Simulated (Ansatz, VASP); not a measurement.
**Fe2O3: VASP beside Ansatz**

File INCAR:

```
SYSTEM = Fe2O3
PREC = Accurate
ENCUT = 600
EDIFF = 1E-6
ISMEAR = -1
SIGMA = 0.05
LREAL = .False.
LASPH = .True.
NELM = 200
ALGO = Normal
ISIF = 2
LWAVE = .False.
LCHARG = .False.
ISPIN = 2
MAGMOM = 3 -3 3 -3 0 0 0 0 0 0
LORBIT = 11
LMAXMIX = 4
GGA = PE
NBANDS = 49
GGA_COMPAT = .False.
KPAR = 4
```

The input KPOINTS:

```
Automatic mesh
0
Gamma
  7 7 7
  0 0 0
```

The input POSCAR:

```
Fe2O3
1.0
    2.5190000000      1.4543453281      4.5906666667
   -2.5190000000      1.4543453281      4.5906666667
    0.0000000000     -2.9086906562      4.5906666667
Fe O
4 6
Direct
    0.3553000000      0.3553000000      0.3553000000
    0.1447000000      0.1447000000      0.1447000000
    0.6447000000      0.6447000000      0.6447000000
    0.8553000000      0.8553000000      0.8553000000
    0.5559000000      0.2500000000      0.9441000000
    0.2500000000      0.9441000000      0.5559000000
    0.9441000000      0.5559000000      0.2500000000
    0.4441000000      0.7500000000      0.0559000000
    0.7500000000      0.0559000000      0.4441000000
    0.0559000000      0.4441000000      0.7500000000
```

File input.yaml:

```yaml
crystal:
  lattice:
    - [2.519, 1.4543453281, 4.5906666667]
    - [-2.519, 1.4543453281, 4.5906666667]
    - [0.0, -2.9086906562, 4.5906666667]
  atoms:
    - { symbol: Fe, position: [0.3553, 0.3553, 0.3553], spin: 3.0 }
    - { symbol: Fe, position: [0.1447, 0.1447, 0.1447], spin: -3.0 }
    - { symbol: Fe, position: [0.6447, 0.6447, 0.6447], spin: 3.0 }
    - { symbol: Fe, position: [0.8553, 0.8553, 0.8553], spin: -3.0 }
    - { symbol: O, position: [0.5559, 0.25, 0.9441] }
    - { symbol: O, position: [0.25, 0.9441, 0.5559] }
    - { symbol: O, position: [0.9441, 0.5559, 0.25] }
    - { symbol: O, position: [0.4441, 0.75, 0.0559] }
    - { symbol: O, position: [0.75, 0.0559, 0.4441] }
    - { symbol: O, position: [0.0559, 0.4441, 0.75] }
hamiltonian:
  xc: pbe
  pseudopotentials: { kind: paw }
magnetization:
  spin_polarized: true
kpoints:
  mp_grid: { grid: [7, 7, 7] }
scf:
  occupations: { method: fermi_dirac, width: 0.05 }
output:
  forces: true
  stress: true
  eigenvalues: true
```

Alike in both runs: task single point; functional PBE; k mesh 7 × 7 × 7; occupations fermi-dirac, width 0.05 eV; collinear spin.

|  | VASP | Ansatz |
| --- | --- | --- |
| version | VASP 6.6.1 | Ansatz 0.2.0 |
| potentials or method | VASP PAW PBE potentials, release 64 (Fe, O) | Ansatz PAW |
| plane-wave cutoff (eV) | 600 | 420 |
| valence electrons in the cell | 68 | 100 |

|  | VASP | Ansatz | Ansatz less VASP |
| --- | --- | --- | --- |
| gap on the k mesh at the Fermi level (eV) | 0.53 | 0.57 | +0.041 |
| least direct gap on the mesh (eV) | 0.55 | 0.59 | +0.039 |
| pressure (GPa) | -1.6 | -1.3 | +0.24 |
| traceless stress, the component that is largest in VASP (GPa) | 1.78 | 1.78 | +0.003 |
| rms of the force components (eV/Å) | 0.121 | 0.127 | +0.0056 |
| net moment per atom (μB) | 0.00 | 0.00 | 0.000 |
| size of the moment on the site where the two differ most (μB) | 3.55 | 3.35 | -0.201 |

Site moments also hang on the region over which each program counts them. Atom by atom the forces differ by 0.006 eV/Å (rms over components). With one functional, cell and mesh, what is left measures potentials, basis and numerics. VASP's potentials hold 68 valence electrons a cell and Ansatz's 100, so a difference there can come from the potentials and not from the codes.

Noted on Ansatz's run: odd divisions of the mesh miss points on the zone boundary, where band edges often lie, so the gap on the mesh can be too wide.
